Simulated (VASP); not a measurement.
# Mg2NCl (R-3m) in VASP: dielectric tensor with PBEsol

Aim: the dielectric tensor of Mg2NCl with PBEsol.

Program: VASP 6.6.1. These are calculated values, not measurements. Logs are shortened: lines on timing, memory, paths and dates and some standing lists are left out, and cuts for length are marked.

## (1) The cell of the first run

Symmetry: R-3m, No. 166, trigonal system. Conventional cell: a = 3.321 Å, b = 3.321 Å, c = 18.009 Å, α = 90.00°, β = 90.00°, γ = 120.00°. Within 2.9 Å of Mg (site symmetry 3m) lie 3 N at 2.17 Å and 3 Cl at 2.76 Å and 3 Mg at 2.79 Å. N (site symmetry -3m) has 6 Mg at 2.17 Å within 2.9 Å. Within 3.6 Å of Cl (site symmetry -3m) lie 6 Mg at 2.76 Å and 6 Cl at 3.32 Å and 6 N at 3.56 Å.

## (2) Dielectric tensor, PBEsol

File INCAR:

```
PREC = Accurate ; ENCUT = 520
EDIFF = 1E-8 ; ISMEAR = 0
SIGMA = 0.01 ; LREAL = False
LASPH = True ; NELM = 120
ALGO = Normal ; ISIF = 2
LWAVE = False ; LCHARG = False
GGA = PS ; LEPSILON = True
GGA_COMPAT = False
```

File KPOINTS:

```
regular mesh
0
Gamma
  7 7 7
```

File POSCAR:

```
Mg2NCl
1.0
    1.6606650000      0.9587853848      6.0029766667
   -1.6606650000      0.9587853848      6.0029766667
    0.0000000000     -1.9175707696      6.0029766667
Mg N Cl
2 1 1
Direct
    0.2228200000      0.2228200000      0.2228200000
    0.7771800000      0.7771800000      0.7771800000
    0.5000000000      0.5000000000      0.5000000000
    0.0000000000      0.0000000000      0.0000000000
```

Potentials or basis: VASP PAW PBE potentials, release 64 (Mg, N, Cl).

The run is started by

```sh
cat potpaw_PBE.64/Mg/POTCAR potpaw_PBE.64/N/POTCAR potpaw_PBE.64/Cl/POTCAR > POTCAR
mpirun -np 1 vasp_std > vasp.out
```

OUTCAR:

```text
PREC = Accurate
   ENCUT = 520
   EDIFF = 1E-8
   ISMEAR = 0
   LREAL = False
   LASPH = True
   NELM = 120
   ISIF = 2
   GGA = PS
   LEPSILON = True

 ion  position               nearest neighbor table
   1  0.223  0.223  0.223-   3 2.17   3 2.17   3 2.17   4 2.76   4 2.76   4 2.76   2 2.79   2 2.79
                             2 2.79
   2  0.777  0.777  0.777-   3 2.17   3 2.17   3 2.17   4 2.76   4 2.76   4 2.76   1 2.79   1 2.79
                             1 2.79
   3  0.500  0.500  0.500-   1 2.17   1 2.17   2 2.17   2 2.17   1 2.17   2 2.17
   4  0.000  0.000  0.000-   2 2.76   2 2.76   1 2.76   1 2.76   2 2.76   1 2.76

  LATTYP: Found a trigonal (rhomboedric) cell.
 ALAT       =     6.3018097811
 COS(alpha) =     0.8611123975

  Lattice vectors:

 A1 = (   1.6606650000,   0.9587853848,   6.0029766667)
 A2 = (  -1.6606650000,   0.9587853848,   6.0029766667)
 A3 = (   0.0000000000,  -1.9175707696,   6.0029766667)

Analysis of symmetry for initial positions (statically):
=====================================================================
 Subroutine PRICEL returns:
 Original cell was already a primitive cell.

 Routine SETGRP: Setting up the symmetry group for a
 trigonal (rhombohedral) supercell.

 Subroutine GETGRP returns: Found 12 space group operations
 (whereof 12 operations were pure point group operations)
 out of a pool of 12 trial point group operations.

The static configuration has the point symmetry D_3d.

Analysis of symmetry for dynamics (positions and initial velocities):
=====================================================================
 Subroutine PRICEL returns:
 Original cell was already a primitive cell.

 Routine SETGRP: Setting up the symmetry group for a
 trigonal (rhombohedral) supercell.

 Subroutine GETGRP returns: Found 12 space group operations
 (whereof 12 operations were pure point group operations)
 out of a pool of 12 trial point group operations.

The dynamic configuration has the point symmetry D_3d.

 Subroutine INISYM returns: Found 12 space group operations
 (whereof 12 operations are pure point group operations),
 and found     1 'primitive' translations

----------------------------------------------------------------------------------------

                                     Primitive cell

  volume of cell :      57.3484

  direct lattice vectors                    reciprocal lattice vectors
     1.660665000  0.958785385  6.002976667     0.301084204  0.173831046  0.055528007
    -1.660665000  0.958785385  6.002976667    -0.301084204  0.173831046  0.055528007
     0.000000000 -1.917570770  6.002976667     0.000000000 -0.347662093  0.055528007

  length of vectors
     6.301809781  6.301809781  6.301809781     0.352068588  0.352068588  0.352068588

  position of ions in fractional coordinates (direct lattice)
     0.222820000  0.222820000  0.222820000
     0.777180000  0.777180000  0.777180000
     0.500000000  0.500000000  0.500000000
     0.000000000  0.000000000  0.000000000

  ion indices of the primitive-cell ions
   primitive index   ion index
                 1           1
                 2           2
                 3           3
                 4           4

----------------------------------------------------------------------------------------

 KPOINTS: regular mesh

Automatic generation of k-mesh.
 Grid dimensions read from file:
 generate k-points for:    7    7    7

 Generating k-lattice:

  Cartesian coordinates                     Fractional coordinates (reciprocal lattice)
     0.043012029  0.024833007  0.007932572     0.142857143  0.000000000  0.000000000
    -0.043012029  0.024833007  0.007932572     0.000000000  0.142857143  0.000000000
     0.000000000 -0.049666013  0.007932572     0.000000000  0.000000000  0.142857143

  Length of vectors
[... 98 lines left out ...]

 val. band max:        3.9315870975   @ k =   0.0000   0.0000   0.0000
 cond. band min:       6.0792970214   @ k =   0.0000   0.0000   0.0000
 fundamental gap:      2.1477099239
 Fermi energy:         4.0188322254

 k-point     1 :       0.0000    0.0000    0.0000
  band No.  band energies     occupation
      1     -12.5317      2.00000
      2      -8.7519      2.00000
      3      -2.3563      2.00000
      4       1.6082      2.00000
      5       1.6082      2.00000
      6       2.9256      2.00000
      7       3.9316      2.00000
      8       3.9316      2.00000
      9       6.0793      0.00000
     10       9.1586      0.00000
     11      12.2338      0.00000
     12      12.7395      0.00000
[... 331 lines left out ...]
 k-point    24 :       0.4286    0.2857    0.1429
  band No.  band energies     occupation
      1     -12.1128      2.00000
      2      -8.3854      2.00000
      3      -1.4506      2.00000
      4      -0.4379      2.00000
      5       0.9624      2.00000
      6       1.8706      2.00000
      7       2.5855      2.00000
      8       3.3338      2.00000
      9       8.4404      0.00000
     10       9.8446      0.00000
     11      11.2021      0.00000
     12      11.2231      0.00000

 [... further k-points ...]

  FORCE on cell =-STRESS in cart. coord.  units (eV):
  Direction    XX          YY          ZZ          XY          YZ          ZX
  --------------------------------------------------------------------------------------
  -------------------------------------------------------------------------------------
  Total       -1.0874075     -1.0874075     -0.9563299      0.0000000      0.0000000      0.0000000
  in kB      -30.3795656    -30.3795656    -26.7175724      0.0000000      0.0000000      0.0000000
  external PRESSURE =     -29.1589012 kB  Pullay stress =       0.0000000 kB

 VOLUME and BASIS-vectors are now :
 -----------------------------------------------------------------------------
  energy-cutoff  :      520.00
  volume of cell :       57.35
      direct lattice vectors                 reciprocal lattice vectors
     1.660665000  0.958785385  6.002976667     0.301084204  0.173831046  0.055528007
    -1.660665000  0.958785385  6.002976667    -0.301084204  0.173831046  0.055528007
     0.000000000 -1.917570770  6.002976667     0.000000000 -0.347662093  0.055528007

 POSITION                                       TOTAL-FORCE (eV/Angst)
 -----------------------------------------------------------------------------------
      0.00000      0.00000      4.01275        -0.000000      0.000000     -0.069037
      0.00000      0.00000     13.99618        -0.000000      0.000000      0.069037
      0.00000      0.00000      9.00447        -0.000000     -0.000000      0.000000
      0.00000      0.00000      0.00000         0.000000     -0.000000      0.000000
 -----------------------------------------------------------------------------------
    total drift:                                0.000000      0.000000     -0.000000

  FREE ENERGIE OF THE ION-ELECTRON SYSTEM (eV)
  ---------------------------------------------------
  free  energy   TOTEN  =       -18.9360012506 eV

  energy  without entropy=      -18.9360012506  energy(sigma->0) =      -18.93600125

 HEAD OF MICROSCOPIC STATIC DIELECTRIC TENSOR (INDEPENDENT PARTICLE, excluding Hartree and local field effects)
 ------------------------------------------------------
           4.798123     0.000000     0.000000
           0.000000     4.798123    -0.000000
           0.000000     0.000000     5.299216
 ------------------------------------------------------

 Free energy of the ion-electron system (eV)
  ---------------------------------------------------
  ---------------------------------------------------
  free energy    TOTEN  =        -0.61190319 eV

  energy without entropy =       -0.61190319

------------------------ aborting loop because EDIFF is reached ----------------------------------------

--------------------------------------- Ionic step        2  -------------------------------------------

------------------------ aborting loop because EDIFF is reached ----------------------------------------

--------------------------------------- Ionic step        3  -------------------------------------------

 Free energy of the ion-electron system (eV)
  ---------------------------------------------------
  ---------------------------------------------------
  free energy    TOTEN  =        -0.67982378 eV

  energy without entropy =       -0.67982378

------------------------ aborting loop because EDIFF is reached ----------------------------------------

 PIEZOELECTRIC TENSOR FIELD DIRECTION 3  (e Angst)
 -----------------------------------------------------------------------------
    -0.00087 -0.00000  0.00000           (  0.00000  0.00000  0.00000)
    -0.00000 -0.00087  0.00000           ( -0.00000  0.00000  0.00000)
     0.00000  0.00000  0.00223           (  0.00000  0.00000 -0.00000)

 PIEZOELECTRIC TENSOR FIELD DIRECTION 3  (C/m^2)
 -----------------------------------------------------------------------------
    -0.00024 -0.00000  0.00000
    -0.00000 -0.00024  0.00000
     0.00000  0.00000  0.00062

 MACROSCOPIC STATIC DIELECTRIC TENSOR (including local field effects in DFT)
 ------------------------------------------------------
           4.538721    -0.000000     0.000000
          -0.000000     4.538721    -0.000000
           0.000000    -0.000000     4.918087
 ------------------------------------------------------

 PIEZOELECTRIC TENSOR (including local field effects)  for field in x, y, z        (e  Angst)
          XX          YY          ZZ          XY          YZ          ZX
  --------------------------------------------------------------------------------
  x     0.00000     0.00000     0.00000     0.00000     0.00000     0.00000
  y     0.00000     0.00000     0.00000     0.00000     0.00000     0.00000
  z     0.00000     0.00000     0.00000     0.00000     0.00000     0.00000

 PIEZOELECTRIC TENSOR (including local field effects)  for field in x, y, z        (C/m^2)
          XX          YY          ZZ          XY          YZ          ZX
  --------------------------------------------------------------------------------
  x     0.00000     0.00000     0.00000     0.00000     0.00000     0.00000
  y     0.00000     0.00000     0.00000     0.00000     0.00000     0.00000
  z     0.00000     0.00000     0.00000     0.00000     0.00000     0.00000

 BORN EFFECTIVE CHARGES (including local field effects) (in |e|, cummulative output)
 ---------------------------------------------------------------------------------
 ion    1
    1     1.98611     0.00000     0.00000
    2    -0.00000     1.98611    -0.00000
    3    -0.00000     0.00000     2.11262
 ion    2
    1     1.98611     0.00000     0.00000
    2    -0.00000     1.98611    -0.00000
    3    -0.00000     0.00000     2.11262
 ion    3
    1    -2.74988     0.00000     0.00000
    2     0.00000    -2.74988     0.00000
    3     0.00000     0.00000    -2.17545
 ion    4
    1    -1.22233     0.00000     0.00000
    2     0.00000    -1.22233     0.00000
    3     0.00000    -0.00000    -2.04978
```

Run time: 9.1 min. Hardware: 1 thread of Intel Xeon 6975P-C (Granite Rapids), shared host; peak memory 0.51 GiB.

Results:

```yaml
Band_gap_on_the_k_mesh: 2.15 eV
Electronic_dielectric_tensor_diagonal: 4.54, 4.54, 4.92
Born_charges_mean_of_the_diagonal: Mg +2.03; N -2.56; Cl -1.50 e
```

Levels at points of the mesh, in eV from the valence-band top:
```csv
k point,band 4,band 5,band 6,band 7,band 8,band 9,band 10,band 11,band 12
"(0.00, 0.00, 0.00)",-2.32,-2.32,-1.01,0.00,0.00,2.15,5.23,8.30,8.81
```

Electronic dielectric tensor:
```
4.54 0.00 0.00
0.00 4.54 0.00
0.00 0.00 4.92
```

Born effective charge tensors (e):
atom 1, Mg
```
1.99 0.00 0.00
0.00 1.99 0.00
0.00 0.00 2.11
```
atom 2, Mg
```
1.99 0.00 0.00
0.00 1.99 0.00
0.00 0.00 2.11
```
atom 3, N
```
-2.75  0.00  0.00
 0.00 -2.75  0.00
 0.00  0.00 -2.18
```
atom 4, Cl
```
-1.22  0.00  0.00
 0.00 -1.22  0.00
 0.00  0.00 -2.05
```

Caveat: the PAW data sets were made with another functional, which shifts forces and pressure a little; an odd mesh through Γ misses points on the zone boundary, where band edges can lie.
